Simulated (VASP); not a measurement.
Set up this calculation in VASP 6.6.1, as the native input.

```
Task                   : single point
Functional             : PBE
Potentials or basis    : VASP PAW PBE potentials, release 64 (Mn_pv, S)
Cutoff                 : 520 eV
k mesh                 : 6 × 6 × 3
Occupations            : fermi-dirac, width 0.03 eV
Spin                   : no spin polarisation
Dipole correction      : no
Further INCAR settings : ALGO = Normal; EDIFF = 1e-06; NBANDS = 27
```

The structure of MnS lies in POSCAR:

```
MnS
1.0
    3.9760013000      0.0000000000      0.0000000000
   -1.9880006500      3.4433181300      0.0000000000
    0.0000000000      0.0000000000      6.4320000000
Mn S
2 2
Direct
    0.3333333300      0.6666666700      0.0000000000
    0.6666666700      0.3333333300      0.5000000000
    0.3333333300      0.6666666700      0.3850000000
    0.6666666700      0.3333333300      0.8850000000
```

One way to write it, as run:

INCAR

```
  ALGO = Normal
  EDIFF = 1E-6
  ENCUT = 520
  GGA = PE
  ISIF = 2
  ISMEAR = -1
  LASPH = T
  LCHARG = F
  LREAL = F
  LWAVE = F
  NBANDS = 27
  NELM = 80
  PREC = Accurate
  SIGMA = 0.03
```

KPOINTS

```
k-points
0
Gamma
  6 6 3
```

Potentials or basis: VASP PAW PBE potentials, release 64 (Mn_pv, S).

The run is started by

```console
$ cat potpaw_PBE.64/Mn_pv/POTCAR potpaw_PBE.64/S/POTCAR > POTCAR
$ mpirun -np 1 vasp_std > vasp.out
```

It gave:

```
Pressure               : -20.2 GPa
Largest force          : 0.165 eV/Å
Band gap on the k mesh : zero (band 19 reaches 4.14 eV, above the bottom of band 20 at 3.63 eV)
```

Caveat: the run has no spin polarisation, though such a crystal can be magnetic; semilocal functionals often make such compounds metallic where correlation or magnetic order opens a gap, which also shifts bond lengths.

Wall time 26 s on 1 thread of Intel(R) Xeon(R) 6975P-C (Granite Rapids), with other jobs on the host, peak memory 0.2 GiB.
